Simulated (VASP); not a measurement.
Crystal: Lu2Be.

```
Lu Be
1.0
     0.00000    2.92291    0.00000
     2.92291    0.00000    0.00000
     1.46146    1.46146   -6.84563
Lu Be
2 1
Cartesian
  1.4615 1.4615 -2.4097
  2.9229 2.9229 -4.4360
  0.0000 0.0000 0.0000
```

| Property | Result |
| --- | --- |
| Program | VASP 6.6.1 |
| Task | relaxation of cell and atoms |
| Functional | PBE |
| Potentials or basis | VASP PAW PBE potentials, release 64 (Lu, Be) |
| Cutoff | 600 eV |
| k mesh | 9 × 9 × 9 |
| Occupations | fermi-dirac, width 0.1 eV |
| Spin | no spin polarisation |

At the start: pressure 15.7 GPa; volume 19.50 Å³/atom.

How do energy, volume and symmetry change on relaxing?

Over 14 steps the energy falls by 824.7 meV/atom and the volume is 22.10 Å³/atom (+13.3 %); space group I4/mmm (No. 139, to 0.05 Å).

The path:
```
step  energy change (eV)  largest force (eV/Å)  pressure (GPa)  volume (Å³)
   1              0.0000                4.5737           15.73        58.49
   2             -1.5696                0.9910           -5.20        76.15
   3             -1.5697                1.0561           -4.68        75.39
   4             -2.0119                1.0286           -2.92        70.20
   5             -2.3260                0.4499            6.10        59.79
   6             -2.3402                0.6587            4.46        61.39
   7             -2.4488                0.1850            0.91        65.14
   8             -2.4570                0.0173            1.35        64.41
   9             -2.4704                0.1499           -0.23        66.26
  10             -2.4704                0.1425           -0.15        66.15
  11             -2.4730                0.0855           -0.06        66.08
  12             -2.4738                0.0439            0.07        66.02
  13             -2.4738                0.0290            0.15        66.00
  14             -2.4741                0.0052           -0.04        66.29
```

Final structure:
```
CELL_PARAMETERS angstrom
0.00000 3.35292 0.00000
3.35292 0.00000 0.00000
1.67646 1.67646 -5.89666
ATOMIC_POSITIONS crystal
Lu 0.36263 0.36263 0.27475
Lu 0.63737 0.63737 0.72525
Be 0.00000 0.00000 0.00000
```
